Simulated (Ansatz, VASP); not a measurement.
# SnO2 in VASP and in Ansatz

The input INCAR:

```
PREC = Accurate
ENCUT = 520
EDIFF = 1E-6
ISMEAR = 0
SIGMA = 0.05
LREAL = F
LASPH = T
NELM = 100
ALGO = Normal
ISIF = 2
LWAVE = F
LCHARG = T
GGA = PE
LELF = T
LVHAR = T
NBANDS = 20
```

Contents of KPOINTS:

```
Automatic mesh
0
Gamma
  12 12 12
```

Contents of POSCAR:

```
SnO2
1.0
    1.5359500000      0.8867811460      5.1805666667
   -1.5359500000      0.8867811460      5.1805666667
    0.0000000000     -1.7735622919      5.1805666667
Sn O
1 2
Direct
    0.5000000000      0.5000000000      0.5000000000
    0.2348826742      0.2348826742      0.2348826742
    0.7651173258      0.7651173258      0.7651173258
```

Input for Ansatz:

```yaml
crystal:
  lattice:
    - [1.53595, 0.886781146, 5.1805666667]
    - [-1.53595, 0.886781146, 5.1805666667]
    - [0.0, -1.7735622919, 5.1805666667]
  atoms:
    - { symbol: Sn, position: [0.5, 0.5, 0.5] }
    - { symbol: O, position: [0.2348826742, 0.2348826742, 0.2348826742] }
    - { symbol: O, position: [0.7651173258, 0.7651173258, 0.7651173258] }
basis:
  ecutwfc: 520.0
kpoints:
  mp_grid: { grid: [12, 12, 12] }
hamiltonian:
  xc: pbe
  pseudopotentials: { kind: paw, azcp: { folder: soft_1 } }
scf:
  occupations: { method: gaussian, width: 0.05 }
output:
  forces: true
  stress: true
  eigenvalues: true
```

Alike in both runs: task single point; functional PBE; k mesh 12 × 12 × 12; occupations gaussian, width 0.05 eV; no spin polarisation.

|  | VASP | Ansatz |
| --- | --- | --- |
| version | VASP 6.6.1 | Ansatz 0.2.0 |
| potentials or method | VASP PAW PBE potentials, release 64 (Sn_d, O), cutoff 520 eV | scalar-relativistic, plane waves, PAW |
| valence electrons in the cell | 26 | 26 |

```csv
,VASP,Ansatz,Ansatz less VASP
gap on the k mesh at the Fermi level (eV),2.98,3.00,+0.022
least direct gap on the mesh (eV),3.32,3.34,+0.016
pressure (GPa),15.8,15.0,-0.78
"traceless stress, the component that is largest in VASP (GPa)",-12.32,-11.95,+0.371
rms of the force components (eV/Å),0.203,0.167,-0.0365
```

Atom by atom the forces differ by 0.037 eV/Å (rms over components).
